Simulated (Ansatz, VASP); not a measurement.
One calculation of SnTe3, two programs

The input INCAR:

```
PREC = Accurate
ENCUT = 520
EDIFF = 1E-7
ISMEAR = -1
SIGMA = 0.03
LREAL = F
LASPH = T
NELM = 60
ALGO = Normal
ISIF = 2
LWAVE = F
LCHARG = T
GGA = PS
LELF = T
LVHAR = T
NBANDS = 24
```

KPOINTS

```
regular mesh
0
Gamma
  4 4 4
```

Contents of POSCAR:

```
SnTe3
1.0
    0.0000000000      3.8612190000      3.8612190000
    3.8612190000      0.0000000000      3.8612190000
    3.8612190000      3.8612190000      0.0000000000
Te Sn
3 1
Direct
    0.5000000000      0.5000000000      0.5000000000
    0.7500000000      0.7500000000      0.7500000000
    0.2500000000      0.2500000000      0.2500000000
    0.0000000000      0.0000000000      0.0000000000
```

The input input.yaml:

```yaml
crystal:
  lattice:
    - [0.0, 3.861219, 3.861219]
    - [3.861219, 0.0, 3.861219]
    - [3.861219, 3.861219, 0.0]
  atoms:
    - { symbol: Te, position: [0.5, 0.5, 0.5] }
    - { symbol: Te, position: [0.75, 0.75, 0.75] }
    - { symbol: Te, position: [0.25, 0.25, 0.25] }
    - { symbol: Sn, position: [0.0, 0.0, 0.0] }
kpoints:
  mp_grid: { grid: [4, 4, 4] }
scf:
  occupations: { method: fermi_dirac, width: 0.03 }
hamiltonian:
  xc: pbesol
  pseudopotentials: { kind: all_electron, lapw: { basis_error: 0.002 } }
output:
  forces: true
  stress: true
  eigenvalues: true
```

Alike in both runs: task single point; functional PBEsol; k mesh 4 × 4 × 4; occupations fermi-dirac, width 0.03 eV; no spin polarisation.

|  | VASP | Ansatz |
| --- | --- | --- |
| version | VASP 6.6.1 | Ansatz 0.2.0 |
| potentials or method | VASP PAW PBE potentials, release 64 (Te, Sn_d), cutoff 520 eV | all-electron LAPW, scalar-relativistic |

Ansatz gave:

```
gap on the k mesh at the Fermi level (eV) : none
pressure (GPa)                            : -2.6
```

Problem. What did VASP give for the same quantities?

Solution. gap on the k mesh at the Fermi level (eV): none; pressure (GPa): -2.7.

VASP's potentials were made for PBE, not for PBEsol. A gap of «none» marks a metal or a gap that the smearing closes. Ansatz ran all-electron here, and VASP with PAW potentials.

Neither program's run includes spin-orbit coupling. Noted on Ansatz's run: the k mesh is thin for a metal, which can move the energy by tens of meV per atom.
